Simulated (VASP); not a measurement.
Runs of VASP 6.6.1 on SiGe2N2. The structure is that of space group P4/mbm (No. 127), or close to it. The cells are those of the table. 

```tsv
task	cell	k mesh	cutoff (eV)	gap on the mesh (eV)	pressure (GPa)	largest force (eV/Å)
single point	a = 5.497, b = 5.497, c = 4.028 Å, 10 atoms	4 × 4 × 4	520	none	89.6	4.73
relaxation of cell and atoms	relaxed from a = 6.583, b = 6.583, c = 3.321 Å, 10 atoms	4 × 4 × 6	600	none	-0.2	0.02
single point	a = 6.610, b = 6.610, c = 3.296 Å, 10 atoms	4 × 4 × 6	520	none	-0.2	0.01
single point	a = 6.609, b = 6.609, c = 3.300 Å, 10 atoms	6 × 6 × 12	520	none	-0.2	0.01
single point	a = 6.583, b = 6.583, c = 3.321 Å, 10 atoms	4 × 4 × 4	520	none	-0.1	(a)
```

Alike in all rows: level PBE; potentials or basis VASP PAW PBE potentials, release 64 (Si, Ge_d, N); no spin polarisation; smearing gaussian 0.1 eV.

Task: Estimate the missing entries.

Result: (a) 0.05.

Caveats: some runs use coarse meshes; forces of over 1 eV/Å act on the atoms, so gaps and moduli don't describe the material at rest (some runs).

A k mesh can miss the band edges, and the runs leave out spin-orbit coupling on Ge.

A gap of «none» marks levels without a gap at the run's occupations.
